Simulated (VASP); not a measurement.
Write the native input for VASP 6.6.1 that does the following.

```
Task                   : single point
Functional             : PBE
Potentials or basis    : VASP PAW PBE potentials, release 64 (B, P)
Cutoff                 : 520 eV
k mesh                 : 12 × 12 × 12
Occupations            : gaussian, width 0.05 eV
Spin                   : no spin polarisation
Dipole correction      : no
Further INCAR settings : ALGO = Normal; EDIFF = 1e-06; NBANDS = 11
```

The structure of BP lies in POSCAR:

```
BP
1.0
    0.0000000000      2.3148936695      2.2237211043
    2.2237211043      0.0000000000      2.2237211043
    2.2237211043      2.3148936695      0.0000000000
B P
1 1
Direct
    0.0000000000      0.0000000000      0.0000000000
    0.7500000000      0.7500000000      0.7500000000
```

One way to write it, as run:

INCAR

```
PREC = Accurate
ENCUT = 520
EDIFF = 1E-6
ISMEAR = 0
SIGMA = 0.05
LREAL = False
LASPH = True
NELM = 80
ALGO = Normal
ISIF = 2
LWAVE = False
LCHARG = False
GGA = PE
NBANDS = 11
```

KPOINTS

```
Automatic mesh
0
Gamma
  12 12 12
```

Potentials or basis: VASP PAW PBE potentials, release 64 (B, P).

Run with:

```sh
$ cat potpaw_PBE.64/B/POTCAR potpaw_PBE.64/P/POTCAR > POTCAR
$ mpirun -np 1 vasp_std > vasp.out
```

Results of the run:

```
Pressure               : 4.3 GPa
Band gap on the k mesh : 0.90 eV (least direct gap 3.23 eV)
```

Caveat: the cell stands under pressure.

It took 47 s on 1 thread of Intel Xeon 8259CL, on a shared host, peak memory 0.16 GiB.
